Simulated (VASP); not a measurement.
Here is a VASP 6.6.1 calculation.

File INCAR:

```
PREC     = Accurate       # precision mode
ENCUT    = 520            # plane-wave cutoff, eV
EDIFF    = 1E-7           # SCF threshold, eV
ISMEAR   = 0              # smearing method
SIGMA    = 0.15           # smearing width, eV
LREAL    = F              # projectors in reciprocal space
LASPH    = T              # aspherical terms in the spheres
NELM     = 100            # most SCF steps
ALGO     = Fast           # electronic algorithm
ISIF     = 2              # what is computed and relaxed
LWAVE    = F              # write WAVECAR
LCHARG   = F              # write CHGCAR
GGA      = PS             # functional
NBANDS   = 10             # bands
```

File KPOINTS:

```
regular mesh
0
Gamma
  14 14 14
```

The input POSCAR:

```
K
1.0
   -2.6180000000      2.6638150000      2.6180000000
    2.6180000000     -2.6638150000      2.6180000000
    2.6180000000      2.6638150000     -2.6180000000
K
1
Direct
    0.0000000000      0.0000000000      0.0000000000
```

Potentials or basis: VASP PAW PBE potentials, release 64 (K_sv).

Launch:

```sh
$ cat potpaw_PBE.64/K_sv/POTCAR > POTCAR
$ mpirun -np 1 vasp_std > vasp.out
```

**Question.** Predict the pressure.

**Answer.** -0.1 GPa.

**Question.** Estimate the band gap on the k mesh.

**Answer.** Zero (an odd number of electrons rules out a gap without spin polarisation).

Caveat: the cell differs from its parent crystal (strain +0.0175 x Voigt [0, 1, 0, 0, 0, 0]); the PAW data sets were made with another functional, which shifts forces and pressure a little.
